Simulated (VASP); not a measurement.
# PbS (R3m) in VASP: single point with PBE

Aim: the single point of PbS with PBE.

Everything below comes from runs of VASP 6.6.1. Logs are shortened: lines on timing, memory, paths and dates and some standing lists are left out, and cuts for length are marked.

**1. The cell of the first run**

Symmetry: R3m, No. 160, trigonal system. The conventional cell has a = 4.225 Å, b = 4.225 Å, c = 10.356 Å, α = 90.00°, β = 90.00°, γ = 120.00°. Pb (site symmetry 3m) has 6 S at 2.97 to 3.01 Å within 3.9 Å. Within 3.9 Å of S (site symmetry 3m) lie 6 Pb at 2.97 to 3.01 Å.

**2. Single point, PBE**

Contents of INCAR:

```
ALGO     = Normal         # electronic algorithm
EDIFF    = 1E-6           # SCF threshold, eV
ENCUT    = 520            # plane-wave cutoff, eV
GGA      = PE             # functional
ISIF     = 2              # what is computed and relaxed
ISMEAR   = 0              # smearing method
LASPH    = T              # aspherical terms in the spheres
LCHARG   = F              # write CHGCAR
LREAL    = F              # projectors in reciprocal space
LWAVE    = F              # write WAVECAR
NBANDS   = 17             # bands
NELM     = 60             # most SCF steps
PREC     = Accurate       # precision mode
SIGMA    = 0.02           # smearing width, eV
```

Contents of KPOINTS:

```
k-points
0
Gamma
  9 9 9
```

Contents of POSCAR:

```
PbS
1.0
    2.1126617058      1.2197458045      3.4519162518
   -2.1126617058      1.2197458045      3.4519162518
    0.0000000000     -2.4394916091      3.4519162518
Pb S
1 1
Direct
    0.9805657800      0.9805657800      0.9805657800
    0.4837263750      0.4837263750      0.4837263750
```

Potentials or basis: VASP PAW PBE potentials, release 64 (Pb_d, S).

The run is started by

```
$ cat potpaw_PBE.64/Pb_d/POTCAR potpaw_PBE.64/S/POTCAR > POTCAR
$ mpirun -np 1 vasp_std > vasp.out
```

OUTCAR:

```text
EDIFF = 1E-6
   ENCUT = 520
   GGA = PE
   ISIF = 2
   ISMEAR = 0
   LASPH = T
   LREAL = F
   NELM = 60
   PREC = Accurate

 ion  position               nearest neighbor table
   1  0.981  0.981  0.981-   2 2.97   2 2.97   2 2.97   2 3.01   2 3.01   2 3.01
   2  0.484  0.484  0.484-   1 2.97   1 2.97   1 2.97   1 3.01   1 3.01   1 3.01

  LATTYP: Found a trigonal (rhomboedric) cell.
 ALAT       =     4.2269191050
 COS(alpha) =     0.5003774362

  Lattice vectors:

 A1 = (   2.1126617058,   1.2197458045,   3.4519162518)
 A2 = (  -2.1126617058,   1.2197458045,   3.4519162518)
 A3 = (   0.0000000000,  -2.4394916091,   3.4519162518)

Analysis of symmetry for initial positions (statically):
=====================================================================
 Subroutine PRICEL returns:
 Original cell was already a primitive cell.

 Routine SETGRP: Setting up the symmetry group for a
 trigonal (rhombohedral) supercell.

 Subroutine GETGRP returns: Found  6 space group operations
 (whereof  6 operations were pure point group operations)
 out of a pool of 12 trial point group operations.

The static configuration has the point symmetry C_3v.

Analysis of symmetry for dynamics (positions and initial velocities):
=====================================================================
 Subroutine PRICEL returns:
 Original cell was already a primitive cell.

 Routine SETGRP: Setting up the symmetry group for a
 trigonal (rhombohedral) supercell.

 Subroutine GETGRP returns: Found  6 space group operations
 (whereof  6 operations were pure point group operations)
 out of a pool of 12 trial point group operations.

The dynamic configuration has the point symmetry C_3v.

 Subroutine INISYM returns: Found  6 space group operations
 (whereof  6 operations are pure point group operations),
 and found     1 'primitive' translations

----------------------------------------------------------------------------------------

                                     Primitive cell

  volume of cell :      53.3717

  direct lattice vectors                    reciprocal lattice vectors
     2.112661706  1.219745805  3.451916252     0.236668274  0.136640492  0.096564722
    -2.112661706  1.219745805  3.451916252    -0.236668274  0.136640492  0.096564722
     0.000000000 -2.439491609  3.451916252     0.000000000 -0.273280984  0.096564722

  length of vectors
     4.226919105  4.226919105  4.226919105     0.289840028  0.289840028  0.289840028

  position of ions in fractional coordinates (direct lattice)
     0.980565780  0.980565780  0.980565780
     0.483726375  0.483726375  0.483726375

  ion indices of the primitive-cell ions
   primitive index   ion index
                 1           1
                 2           2

----------------------------------------------------------------------------------------

 KPOINTS: k-points

Automatic generation of k-mesh.
 Grid dimensions read from file:
 generate k-points for:    9    9    9

 Generating k-lattice:

  Cartesian coordinates                     Fractional coordinates (reciprocal lattice)
     0.026296475  0.015182277  0.010729414     0.111111111  0.000000000  0.000000000
    -0.026296475  0.015182277  0.010729414     0.000000000  0.111111111  0.000000000
     0.000000000 -0.030364554  0.010729414     0.000000000  0.000000000  0.111111111

  Length of vectors
     0.032204448  0.032204448  0.032204448

  Shift w.r.t. Gamma in fractional coordinates (k-lattice)
     0.000000000  0.000000000  0.000000000

 Subroutine IBZKPT returns following result:
 ===========================================

 Found     85 irreducible k-points:

 Following reciprocal coordinates:
            Coordinates               Weight
  0.000000  0.000000  0.000000      1.000000
  0.111111 -0.000000 -0.000000      6.000000
  0.222222  0.000000  0.000000      6.000000
  0.333333 -0.000000  0.000000      6.000000
  0.444444  0.000000  0.000000      6.000000
  0.111111  0.111111 -0.000000      6.000000
[... 16 lines left out ...]
 -0.333333  0.333333  0.000000      6.000000
  0.444444  0.444444 -0.000000      6.000000
 [... further k-points ...]
   k-points           NKPTS =     85   k-points in BZ     NKDIM =     85   number of bands    NBANDS=     17
   number of dos      NEDOS =    301   number of ions     NIONS =      2
   total plane-waves  NPLWV =  32768
   dimension x,y,z NGX =    32 NGY =   32 NGZ =   32
   dimension x,y,z NGXF=    64 NGYF=   64 NGZF=   64
   ions per type =               1   1
   NGX,Y,Z   is equivalent  to a cutoff of  12.59, 12.59, 12.59 a.u.
   NGXF,Y,Z  is equivalent  to a cutoff of  25.17, 25.17, 25.17 a.u.
 SYSTEM =  unknown system
   PREC   = accura    normal or accurate (medium, high low for compatibility)
   ISTART =      0    job   : 0-new  1-cont  2-samecut
   ICHARG =      2    charge: 1-file 2-atom 10-const
   ISPIN  =      1    spin polarized calculation?
   LNONCOLLINEAR =      F non collinear calculations
   LSORBIT =      F    spin-orbit coupling
   LASPH  =      T    aspherical Exc in radial PAW
   ENCUT  =  520.0 eV  38.22 Ry    6.18 a.u.   7.86  7.86  7.86*2*pi/ulx,y,z
   NELM   =     60;   NELMIN=  2; NELMDL= -5     # of ELM steps
   EDIFF  = 0.1E-05   stopping-criterion for ELM
   LREAL  =      F    real-space projection
   EDIFFG = 0.1E-04   stopping-criterion for IOM
   NSW    =      0    number of steps for IOM
   IBRION =     -1    ionic relax: 0-MD 1-quasi-New 2-CG
   NFREE  =      0    steps in history (QN), initial steepest desc. (CG)
   ISIF   =      2    stress and relaxation
   ISYM   =      2    0-nonsym 1-usesym 2-fastsym
   POTIM  = 0.5000    time-step for ionic-motion
   TEBEG  =    0.0;   TEEND  =   0.0 temperature during run
   PSTRESS=    0.0 pullay stress
   NELECT =      20.0000    total number of electrons
   NUPDOWN=      -1.0000    fix difference up-down
   EMIN   =  10.00;   EMAX   =-10.00  energy-range for DOS
   EFERMI =   0.00;   METHOD = LEGACY
   ISMEAR =     0;   SIGMA  =   0.02  broadening in eV -4-tet -1-fermi 0-gaus
   EFERMI_NEDOS =   21; number of points for ismear=-14 and -15
   IALGO  =     38    algorithm
   IMIX   =      4    mixing-type and parameters
     AMIX     =   0.40;   BMIX     =  1.00
     AMIX_MAG =   1.60;   BMIX_MAG =  1.00
  volume/ion in A,a.u.               =      26.69       180.08
  Fermi-wavevector in a.u.,A,eV,Ry     =   1.180270  2.230386 18.953411  1.393036
  Thomas-Fermi vector in A             =   2.316565
   LORBIT       =      0    0 simple, 1 ext, 2 COOP (PROOUT), +10 PAW based schemes
   GGA     = PE    functional components
   LHFCALC =     F    Hartree Fock is set to
   AEXX    =    0.0000 exact exchange contribution
   IVDW    =     0    specifies the selected vdW correction
   LEPSILON=     F    determine dielectric tensor
   LRPA    =     F    only Hartree local field effects (RPA)
 non-spin polarized calculation
 Gauss-broadening in eV      SIGMA  =   0.02
  energy-cutoff  :      520.00
  volume of cell :       53.37
 maximum number of plane-waves:      1459
   NGX = 15   NGY = 15   NGZ = 15

 number of electron      20.0000002 magnetization

 Free energy of the ion-electron system (eV)
  ---------------------------------------------------
  ext. energy  EPLUGINS =         0.00000000
  ---------------------------------------------------
  free energy    TOTEN  =        -8.76736667 eV

  energy without entropy =       -8.76736667  energy(sigma->0) =       -8.76736667

 E-fermi :   5.4759     XC(G=0):  -9.5756

 val. band max:        5.3386599067   @ k =   0.4444   0.0000   0.0000
 cond. band min:       6.1538796632   @ k =   0.4444   0.0000   0.0000
 fundamental gap:      0.8152197565
 Fermi energy:         5.4758612842

 k-point     1 :       0.0000    0.0000    0.0000
  band No.  band energies     occupation
      1     -11.2626      2.00000
      2     -11.2625      2.00000
      3     -11.2625      2.00000
      4     -11.2457      2.00000
      5     -11.2457      2.00000
      6      -7.8698      2.00000
[... 9 lines left out ...]
     16      12.3207      0.00000
     17      14.2494      0.00000

 k-point     2 :       0.1111   -0.0000   -0.0000
  band No.  band energies     occupation
      1     -11.2619      2.00000
      2     -11.2600      2.00000
      3     -11.2598      2.00000
      4     -11.2466      2.00000
      5     -11.2466      2.00000
      6      -7.7680      2.00000
[... 9 lines left out ...]
     16      12.6108      0.00000
     17      15.2049      0.00000

 k-point     3 :       0.2222    0.0000    0.0000
  band No.  band energies     occupation
      1     -11.2623      2.00000
      2     -11.2620      2.00000
      3     -11.2606      2.00000
      4     -11.2401      2.00000
      5     -11.2401      2.00000
      6      -7.4804      2.00000
[... 9 lines left out ...]
     16      13.2945      0.00000
     17      16.9220      0.00000

 k-point     4 :       0.3333   -0.0000    0.0000
  band No.  band energies     occupation
      1     -11.2704      2.00000
      2     -11.2701      2.00000
      3     -11.2596      2.00000
      4     -11.2273      2.00000
      5     -11.2272      2.00000
      6      -7.0773      2.00000
[... 9 lines left out ...]
     16      14.3014      0.00000
     17      17.6641      0.00000
[... 343 lines left out ...]
      1     -11.3485      2.00000
      2     -11.2685      2.00000
      3     -11.2378      2.00000
      4     -11.2206      2.00000
      5     -11.2126      2.00000
      6      -6.3332      2.00000
[... 9 lines left out ...]
     16      16.4531      0.00000
     17      17.9938      0.00000

 k-point    23 :      -0.3333    0.3333    0.0000
  band No.  band energies     occupation
      1     -11.3264      2.00000
      2     -11.2528      2.00000
      3     -11.2477      2.00000
      4     -11.2318      2.00000
      5     -11.2196      2.00000
      6      -6.3651      2.00000
[... 9 lines left out ...]
     16      15.6552      0.00000
     17      17.3724      0.00000

 k-point    24 :       0.4444    0.4444   -0.0000
  band No.  band energies     occupation
      1     -11.3767      2.00000
      2     -11.2848      2.00000
      3     -11.2227      2.00000
      4     -11.2085      2.00000
      5     -11.2085      2.00000
      6      -6.3554      2.00000
[... 9 lines left out ...]
     16      17.7131      0.00000
     17      17.7804      0.00000

 [... further k-points ...]

------------------------ aborting loop because EDIFF is reached ----------------------------------------

  FORCE on cell =-STRESS in cart. coord.  units (eV):
  Direction    XX          YY          ZZ          XY          YZ          ZX
  --------------------------------------------------------------------------------------
  -------------------------------------------------------------------------------------
  Total        0.2674303      0.2674303      0.2641824      0.0000000     -0.0000000      0.0000000
  in kB        8.0280566      8.0280566      7.9305581      0.0000000     -0.0000000      0.0000000
  external PRESSURE =       7.9955571 kB  Pullay stress =       0.0000000 kB

 VOLUME and BASIS-vectors are now :
 -----------------------------------------------------------------------------
  energy-cutoff  :      520.00
  volume of cell :       53.37
      direct lattice vectors                 reciprocal lattice vectors
     2.112661706  1.219745805  3.451916252     0.236668274  0.136640492  0.096564722
    -2.112661706  1.219745805  3.451916252    -0.236668274  0.136640492  0.096564722
     0.000000000 -2.439491609  3.451916252     0.000000000 -0.273280984  0.096564722

 POSITION                                       TOTAL-FORCE (eV/Angst)
 -----------------------------------------------------------------------------------
      0.00000     -0.00000     10.15449         0.000000     -0.000000      0.011595
      0.00000     -0.00000      5.00935         0.000000      0.000000     -0.011595
 -----------------------------------------------------------------------------------
    total drift:                                0.000000     -0.000000      0.000091

  FREE ENERGIE OF THE ION-ELECTRON SYSTEM (eV)
  ---------------------------------------------------
  free  energy   TOTEN  =        -8.7673666740 eV

  energy  without entropy=       -8.7673666740  energy(sigma->0) =       -8.76736667
```

Run time: 90 s. Hardware: 1 thread of AMD EPYC 7R43 (Zen 3), shared host; peak memory 0.18 GiB.

Results:

| Quantity | Value |
| --- | --- |
| Free energy | -8.7674 eV |
| Pressure | 0.8 GPa |
| Largest force | 0.012 eV/Å |

Forces in eV/Å, atoms in the order of the input:
```
Pb   0.000  0.000  0.012
S    0.000  0.000 -0.012
```

Levels at points of the mesh, in eV from the Fermi level:
| k point | band 8 | band 9 | band 10 | band 11 | band 12 | band 13 |
| --- | --- | --- | --- | --- | --- | --- |
| (0.00, 0.00, 0.00) | -2.01 | -2.01 | -2.01 | 5.18 | 5.19 | 5.19 |

Caveat: this odd mesh misses L, so gap, dielectric constants and Born charges aren't listed; spin-orbit coupling is left out, which moves the levels of the heavy elements.
